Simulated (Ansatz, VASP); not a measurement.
## One calculation of MoS2, two programs

```xyz
6
Lattice="3.1851 0.0000 0.0000 -1.5925 2.7584 0.0000 0.0000 0.0000 14.8080" Properties=species:S:1:pos:R:3 pbc="T T T"
Mo    1.5925    0.9195    3.7020
Mo    0.0000    1.8389   11.1060
S     1.5925    0.9195    9.5435
S     0.0000    1.8389    5.2645
S     1.5925    0.9195   12.6685
S     0.0000    1.8389    2.1395
```

Alike in both runs: functional PBE; k mesh 12 × 12 × 2; occupations gaussian, width 0.02 eV; no spin polarisation.

Ansatz relaxed the structure, and its values are those at the end. VASP's run is a single point on that final structure, the one shown.

```csv
,VASP,Ansatz
version,VASP 6.6.1,Ansatz 0.2.0
potentials or method,"VASP PAW PBE potentials, release 64 (Mo_sv, S), cutoff 520 eV","scalar-relativistic, plane waves, PAW"
valence electrons in the cell,52,52
```

```tsv
	VASP	Ansatz	Ansatz less VASP
gap on the k mesh at the Fermi level (eV)	1.46	1.45	-0.013
least direct gap on the mesh (eV)	1.67	1.66	-0.004
pressure (GPa)	-0.1	0.0	+0.11
rms of the force components (eV/Å)	0.005	0.001	-0.0041
```
